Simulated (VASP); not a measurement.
Runs of VASP 6.6.1 on Tc. The structure is that of space group Fm-3m (No. 225), or close to it. The cells are those of the table. 

| task | cell | gap on the mesh (eV) | pressure (GPa) |
| --- | --- | --- | --- |
| single point | a = 2.786 Å, angles 58.7°, 1 atom | none | (a) |
| electric field gradients | a = 2.720 Å, angles 60.0°, 1 atom | none | -4.3 |
| single point | a = 2.720 Å, angles 60.0°, 1 atom | none | -4.3 |
| single point | a = 2.730, b = 2.730, c = 2.703 Å, angles 60.3, 60.3, 59.3°, 1 atom | none | -4.4 |

Alike in all rows: level PBEsol; potentials or basis VASP PAW PBE potentials, release 64 (Tc_pv); no spin polarisation; k mesh 18 × 18 × 18; cutoff (eV) 520; smearing fermi-dirac 0.03 eV.

Estimate the missing entries.

(a) -15.5.

Caveats: the PAW data sets were made with another functional, which shifts forces and pressure a little.

A k mesh can miss the band edges, and the runs leave out spin-orbit coupling on Tc.

A gap of «none» marks levels without a gap at the run's occupations.
